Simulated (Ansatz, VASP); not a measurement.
**HfO2 in VASP and in Ansatz**

The input INCAR:

```
PREC = Accurate ; ENCUT = 600
EDIFF = 1E-7 ; ISMEAR = 0
SIGMA = 0.02 ; LREAL = F
LASPH = T ; NELM = 60
ALGO = Normal ; ISIF = 3
LWAVE = F ; LCHARG = F
GGA = PE ; IVDW = 12
IBRION = 2 ; NSW = 70
EDIFFG = -0.005
```

File KPOINTS:

```
regular mesh
0
Gamma
  6 6 4
```

POSCAR

```
HfO2
1.0
    3.6043048126      0.0000000000      0.0000000000
    0.0000000000      3.6043048126      0.0000000000
    0.0000000000      0.0000000000      5.2639671386
Hf O
2 4
Direct
    0.5000000000      0.5000000000      0.5000000000
    0.0000000000      0.0000000000      0.0000000000
    0.0000000000      0.5000000000      0.6932521176
    0.5000000000      0.0000000000      0.8067478824
    0.5000000000      0.0000000000      0.3067478824
    0.0000000000      0.5000000000      0.1932521176
```

Input for Ansatz:

```yaml
crystal:
  lattice:
    - [3.6043048126, 0.0, 0.0]
    - [0.0, 3.6043048126, 0.0]
    - [0.0, 0.0, 5.2639671386]
  atoms:
    - { symbol: Hf, position: [0.5, 0.5, 0.5] }
    - { symbol: Hf, position: [0.0, 0.0, 0.0] }
    - { symbol: O, position: [0.0, 0.5, 0.6932521176] }
    - { symbol: O, position: [0.5, 0.0, 0.8067478824] }
    - { symbol: O, position: [0.5, 0.0, 0.3067478824] }
    - { symbol: O, position: [0.0, 0.5, 0.1932521176] }
basis:
  ecutwfc: 420
kpoints:
  mp_grid: { grid: [6, 6, 4] }
hamiltonian:
  xc: pbe
  dispersion: d3bj
scf:
  occupations: { method: gaussian, width: 0.02 }
output:
  forces: true
  stress: true
  eigenvalues: true
relax:
  adjacent_minimum: "off"
  f_tol: 0.005
  max_steps: 50
  cell: { stress_tol: 0.05 }
```

Alike in both runs: task relaxation of cell and atoms; functional PBE; dispersion D3(BJ); k mesh 6 × 6 × 4; occupations gaussian, width 0.02 eV; no spin polarisation.

```csv
,VASP,Ansatz
version,VASP 6.6.1,Ansatz 0.2.0
potentials or method,"VASP PAW PBE potentials, release 64 (Hf_pv, O), cutoff 600 eV","scalar-relativistic, plane waves, PAW"
valence electrons in the cell,44,76
```

Ansatz gave:

* gap on the k mesh at the Fermi level, each at its own relaxed structure (eV): 4.67
* relaxed volume (Å³/atom): 11.18
* relaxed length of the cell vector where the two differ most in proportion (Å): 5.213

Question: Estimate VASP's values.

Answer: gap on the k mesh at the Fermi level, each at its own relaxed structure (eV): 4.69; relaxed volume (Å³/atom): 10.99; relaxed length of the cell vector where the two differ most in proportion (Å): 5.175.

VASP's potentials hold 44 valence electrons a cell and Ansatz's 76, so a difference there can come from the potentials and not from the codes.

Spin-orbit coupling is off throughout.
